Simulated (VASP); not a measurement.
# Al (P-1) in VASP: single point with PBEsol

Aim: the single point of Al with PBEsol.

Program: VASP 6.6.1. These are calculated values, not measurements. Logs are shortened: lines on timing, memory, paths and dates and some standing lists are left out, and cuts for length are marked.

## 1. The cell of the first run

The typed cell holds 1 atom: a = 2.810 Å, b = 2.752 Å, c = 2.786 Å, α = 107.06°, β = 112.51°, γ = 110.94°.

## 2. Single point, PBEsol (the cell strained at random)

The input, INCAR:

```
SYSTEM = Al
PREC = Accurate
ENCUT = 520
EDIFF = 1E-7
ISMEAR = -1
SIGMA = 0.05
LREAL = .FALSE.
LASPH = .TRUE.
NELM = 80
ALGO = Normal
ISIF = 2
LWAVE = .FALSE.
LCHARG = .FALSE.
GGA = PS
NBANDS = 8
```

The input, KPOINTS:

```
regular mesh
0
G
  12 12 12
  0 0 0
```

The input, POSCAR:

```
Al
1.0
   -1.6989500000      1.5643060000      1.6007980000
    1.6309530000     -1.5829090000      1.5514040000
    1.6603660000      1.5443250000     -1.6194010000
Al
1
Direct
   -0.0006930000      0.0123870000      0.0058490000
```

Potentials or basis: VASP PAW PBE potentials, release 64 (Al).

The run is started by

```bash
$ cat potpaw_PBE.64/Al/POTCAR > POTCAR
$ mpirun -np 1 vasp_std > vasp.out
```

OUTCAR:

```text
SYSTEM = Al
   PREC = Accurate
   ENCUT = 520
   EDIFF = 1E-7
   ISMEAR = -1
   LREAL = .FALSE.
   LASPH = .TRUE.
   NELM = 80
   ISIF = 2
   GGA = PS

 ion  position               nearest neighbor table
   1  0.999  0.012  0.006-

  LATTYP: Found a triclinic cell.
 ALAT       =     2.7518108514
 B/A-ratio  =     1.6184214775
 C/A-ratio  =     0.9759728765
 COS(alpha) =     0.0035186945
 COS(beta)  =     0.3463888940
 COS(gamma) =     0.8013876150

  Lattice vectors:

 A1 = (  -1.6309530000,   1.5829090000,  -1.5514040000)
 A2 = (   0.0294130000,   3.1272340000,  -3.1708050000)
 A3 = (  -1.5923690000,  -1.5257220000,  -1.5328010000)

Analysis of symmetry for initial positions (statically):
=====================================================================
 Subroutine PRICEL returns:
 Original cell was already a primitive cell.

 Routine SETGRP: Setting up the symmetry group for a
 triclinic supercell.

 Subroutine GETGRP returns: Found  2 space group operations
 (whereof  1 operations were pure point group operations)
 out of a pool of  2 trial point group operations.

The static configuration has the point symmetry C_1 .
 The point group associated with its full space group is S_2 .

Analysis of symmetry for dynamics (positions and initial velocities):
=====================================================================
 Subroutine PRICEL returns:
 Original cell was already a primitive cell.

 Routine SETGRP: Setting up the symmetry group for a
 triclinic supercell.

 Subroutine GETGRP returns: Found  2 space group operations
 (whereof  1 operations were pure point group operations)
 out of a pool of  2 trial point group operations.

The dynamic configuration has the point symmetry C_1 .
 The point group associated with its full space group is S_2 .

 Subroutine INISYM returns: Found  2 space group operations
 (whereof  1 operations are pure point group operations),
 and found     1 'primitive' translations

----------------------------------------------------------------------------------------

                                     Primitive cell

  volume of cell :      16.1157

  direct lattice vectors                    reciprocal lattice vectors
    -1.698950000  1.564306000  1.600798000     0.010393109  0.323725237  0.319373238
     1.630953000 -1.582909000  1.551404000     0.310590590  0.005793769  0.323972578
     1.660366000  1.544325000 -1.619401000     0.307822924  0.325556912  0.008561434

  length of vectors
     2.809989075  2.751810851  2.786434022     0.454868455  0.448841079  0.448124485

  position of ions in fractional coordinates (direct lattice)
     0.999307000  0.012387000  0.005849000

  ion indices of the primitive-cell ions
   primitive index   ion index
                 1           1

----------------------------------------------------------------------------------------

 KPOINTS: regular mesh

Automatic generation of k-mesh.
 Grid dimensions read from file:
 generate k-points for:   12   12   12

 Generating k-lattice:

  Cartesian coordinates                     Fractional coordinates (reciprocal lattice)
     0.000866092  0.026977103  0.026614437     0.083333333  0.000000000 -0.000000000
     0.025882549  0.000482814  0.026997715     0.000000000  0.083333333  0.000000000
     0.025651910  0.027129743  0.000713453    -0.000000000  0.000000000  0.083333333

  Length of vectors
     0.037905705  0.037403423  0.037343707

  Shift w.r.t. Gamma in fractional coordinates (k-lattice)
     0.000000000  0.000000000  0.000000000

 Subroutine IBZKPT returns following result:
 ===========================================

 Found    868 irreducible k-points:

 Following reciprocal coordinates:
            Coordinates               Weight
  0.000000  0.000000  0.000000      1.000000
  0.083333  0.000000  0.000000      2.000000
  0.166667  0.000000  0.000000      2.000000
  0.250000  0.000000  0.000000      2.000000
  0.333333  0.000000 -0.000000      2.000000
  0.416667  0.000000  0.000000      2.000000
[... 16 lines left out ...]
  0.250000  0.166667  0.000000      2.000000
  0.333333  0.166667  0.000000      2.000000
 [... further k-points ...]
   k-points           NKPTS =    868   k-points in BZ     NKDIM =    868   number of bands    NBANDS=      8
   number of dos      NEDOS =    301   number of ions     NIONS =      1
   total plane-waves  NPLWV =  11520
   dimension x,y,z NGX =    24 NGY =   20 NGZ =   24
   dimension x,y,z NGXF=    48 NGYF=   40 NGZF=   48
   ions per type =               1
   NGX,Y,Z   is equivalent  to a cutoff of  14.20, 12.08, 14.32 a.u.
   NGXF,Y,Z  is equivalent  to a cutoff of  28.40, 24.17, 28.64 a.u.
 SYSTEM =  Al
   PREC   = accura    normal or accurate (medium, high low for compatibility)
   ISTART =      0    job   : 0-new  1-cont  2-samecut
   ICHARG =      2    charge: 1-file 2-atom 10-const
   ISPIN  =      1    spin polarized calculation?
   LNONCOLLINEAR =      F non collinear calculations
   LSORBIT =      F    spin-orbit coupling
   LASPH  =      T    aspherical Exc in radial PAW
   ENCUT  =  520.0 eV  38.22 Ry    6.18 a.u.   5.22  5.12  5.18*2*pi/ulx,y,z
   NELM   =     80;   NELMIN=  2; NELMDL= -5     # of ELM steps
   EDIFF  = 0.1E-06   stopping-criterion for ELM
   LREAL  =      F    real-space projection
   EDIFFG = 0.1E-05   stopping-criterion for IOM
   NSW    =      0    number of steps for IOM
   IBRION =     -1    ionic relax: 0-MD 1-quasi-New 2-CG
   NFREE  =      0    steps in history (QN), initial steepest desc. (CG)
   ISIF   =      2    stress and relaxation
   ISYM   =      2    0-nonsym 1-usesym 2-fastsym
   POTIM  = 0.5000    time-step for ionic-motion
   TEBEG  =    0.0;   TEEND  =   0.0 temperature during run
   PSTRESS=    0.0 pullay stress
   NELECT =       3.0000    total number of electrons
   NUPDOWN=      -1.0000    fix difference up-down
   EMIN   =  10.00;   EMAX   =-10.00  energy-range for DOS
   EFERMI =   0.00;   METHOD = LEGACY
   ISMEAR =    -1;   SIGMA  =   0.05  broadening in eV -4-tet -1-fermi 0-gaus
   EFERMI_NEDOS =   21; number of points for ismear=-14 and -15
   IALGO  =     38    algorithm
   IMIX   =      4    mixing-type and parameters
     AMIX     =   0.40;   BMIX     =  1.00
     AMIX_MAG =   1.60;   BMIX_MAG =  1.00
  volume/ion in A,a.u.               =      16.12       108.75
  Fermi-wavevector in a.u.,A,eV,Ry     =   0.934757  1.766434 11.888369  0.873770
  Thomas-Fermi vector in A             =   2.061594
   LORBIT       =      0    0 simple, 1 ext, 2 COOP (PROOUT), +10 PAW based schemes
   GGA     = PS    functional components
   LHFCALC =     F    Hartree Fock is set to
   AEXX    =    0.0000 exact exchange contribution
   IVDW    =     0    specifies the selected vdW correction
   LEPSILON=     F    determine dielectric tensor
   LRPA    =     F    only Hartree local field effects (RPA)
 non-spin polarized calculation
  energy-cutoff  :      520.00
  volume of cell :       16.12
 maximum number of plane-waves:       447
 NGX is ok and might be reduce to    24
   NGX = 11   NGY = 11   NGZ = 11

 number of electron       3.0000000 magnetization

 Free energy of the ion-electron system (eV)
  ---------------------------------------------------
  ext. energy  EPLUGINS =         0.00000000
  ---------------------------------------------------
  free energy    TOTEN  =        -3.98537399 eV

  energy without entropy =       -3.98140706  energy(sigma->0) =       -3.98339053

 E-fermi :   8.1907     XC(G=0): -10.3457

 val. band max:        8.1887898778   @ k =   0.2500   0.0833   0.5000
 cond. band min:       8.1949830832   @ k =  -0.3333  -0.2500   0.4167
 fundamental gap:      0.0061932055
 Fermi energy:         8.1907455135

 k-point     1 :       0.0000    0.0000    0.0000
  band No.  band energies     occupation
      1      -3.0932      2.00000
      2      20.8249      0.00000
      3      21.2621      0.00000
      4      22.1648      0.00000
      5      22.4604      0.00000
      6      23.0982      0.00000
      7      23.9607      0.00000
      8      24.2380      0.00000

 k-point     2 :       0.0833    0.0000    0.0000
  band No.  band energies     occupation
      1      -2.8806      2.00000
      2      19.6559      0.00000
      3      20.1915      0.00000
      4      20.5224      0.00000
      5      22.1270      0.00000
      6      23.1522      0.00000
      7      24.2356      0.00000
      8      24.7581      0.00000

 k-point     3 :       0.1667    0.0000    0.0000
  band No.  band energies     occupation
      1      -2.2449      2.00000
      2      16.8059      0.00000
      3      18.3247      0.00000
      4      18.8591      0.00000
      5      20.5992      0.00000
      6      22.0357      0.00000
      7      25.3239      0.00000
      8      25.5849      0.00000

 k-point     4 :       0.2500    0.0000    0.0000
  band No.  band energies     occupation
      1      -1.1919      2.00000
      2      13.2780      0.00000
      3      17.1790      0.00000
      4      17.5883      0.00000
      5      19.2742      0.00000
      6      20.9501      0.00000
      7      26.4625      0.00000
      8      26.6661      0.00000

 k-point     5 :       0.3333    0.0000   -0.0000
  band No.  band energies     occupation
      1       0.2683      2.00000
      2       9.9924      0.00000
      3      16.3753      0.00000
      4      16.6388      0.00000
      5      18.3065      0.00000
      6      20.0925      0.00000
      7      27.6156      0.00000
      8      28.2027      0.00000

 k-point     6 :       0.4167    0.0000    0.0000
  band No.  band energies     occupation
      1       2.1175      2.00000
      2       7.0373      2.00000
      3      15.9138      0.00000
      4      16.0405      0.00000
      5      17.7231      0.00000
      6      19.5442      0.00000
      7      28.8963      0.00000
      8      29.9605      0.00000

 k-point     7 :       0.5000    0.0000    0.0000
  band No.  band energies     occupation
      1       4.0270      2.00000
      2       4.7581      2.00000
      3      15.7939      0.00000
      4      15.8061      0.00000
      5      17.5285      0.00000
      6      19.3558      0.00000
      7      29.6803      0.00000
      8      31.1644      0.00000
[... 133 lines left out ...]
 k-point    20 :       0.0000    0.1667    0.0000
  band No.  band energies     occupation
      1      -2.2672      2.00000
      2      16.2503      0.00000
      3      18.9587      0.00000
      4      20.0563      0.00000
      5      21.1720      0.00000
      6      22.0473      0.00000
      7      23.7838      0.00000
      8      24.3469      0.00000

 k-point    21 :       0.0833    0.1667    0.0000
  band No.  band energies     occupation
      1      -1.6137      2.00000
      2      14.5091      0.00000
      3      17.0938      0.00000
      4      18.6197      0.00000
      5      21.2148      0.00000
      6      21.9344      0.00000
      7      23.9108      0.00000
      8      25.5434      0.00000

 k-point    22 :       0.1667    0.1667    0.0000
  band No.  band energies     occupation
      1      -0.5453      2.00000
      2      13.0344      0.00000
      3      13.7239      0.00000
      4      17.3325      0.00000
      5      20.5474      0.00000
      6      22.7892      0.00000
      7      25.5352      0.00000
      8      26.2716      0.00000

 k-point    23 :       0.2500    0.1667    0.0000
  band No.  band energies     occupation
      1       0.9272      2.00000
      2      10.3655      0.00000
      3      12.0964      0.00000
      4      16.3148      0.00000
      5      19.8870      0.00000
      6      23.6788      0.00000
      7      25.5437      0.00000
      8      28.7844      0.00000

 k-point    24 :       0.3333    0.1667    0.0000
  band No.  band energies     occupation
      1       2.7838      2.00000
      2       7.4569      2.00000
      3      11.4113      0.00000
      4      15.6338      0.00000
      5      19.5297      0.00000
      6      23.9966      0.00000
      7      26.4849      0.00000
      8      29.4116      0.00000

 [... further k-points ...]

------------------------ aborting loop because EDIFF is reached ----------------------------------------

  FORCE on cell =-STRESS in cart. coord.  units (eV):
  Direction    XX          YY          ZZ          XY          YZ          ZX
  --------------------------------------------------------------------------------------
  -------------------------------------------------------------------------------------
  Total        0.3543351      0.1873416      0.1899772      0.0471870      0.0592469      0.1421647
  in kB       35.2269529     18.6249486     18.8869749      4.6911887      5.8901550     14.1335981
  external PRESSURE =      24.2462921 kB  Pullay stress =       0.0000000 kB

 VOLUME and BASIS-vectors are now :
 -----------------------------------------------------------------------------
  energy-cutoff  :      520.00
  volume of cell :       16.12
      direct lattice vectors                 reciprocal lattice vectors
    -1.698950000  1.564306000  1.600798000     0.010393109  0.323725237  0.319373238
     1.630953000 -1.582909000  1.551404000     0.310590590  0.005793769  0.323972578
     1.660366000  1.544325000 -1.619401000     0.307822924  0.325556912  0.008561434

 POSITION                                       TOTAL-FORCE (eV/Angst)
 -----------------------------------------------------------------------------------
     -1.66786      1.55265      1.60943        -0.000000     -0.000000      0.000000
 -----------------------------------------------------------------------------------
    total drift:                               -0.000000      0.000000     -0.000000

  FREE ENERGIE OF THE ION-ELECTRON SYSTEM (eV)
  ---------------------------------------------------
  free  energy   TOTEN  =        -3.9853739867 eV

  energy  without entropy=       -3.9814070633  energy(sigma->0) =       -3.98339053
```

It took 44 s on 1 thread of AMD EPYC 9R45 (Zen 5), shared host; peak memory 0.17 GiB.

What came out:

```yaml
Free_energy: -3.9854 eV
Pressure: 2.4 GPa
Band_gap_on_the_k_mesh: zero (an odd number of electrons rules out a gap without spin polarisation)
```

Stress tensor (GPa, compression positive):
```
3.52 0.47 1.41
0.47 1.86 0.59
1.41 0.59 1.89
```

Caveat: the cell differs from its parent crystal (the cell strained at random); the PAW data sets were made with another functional, which shifts forces and pressure a little.
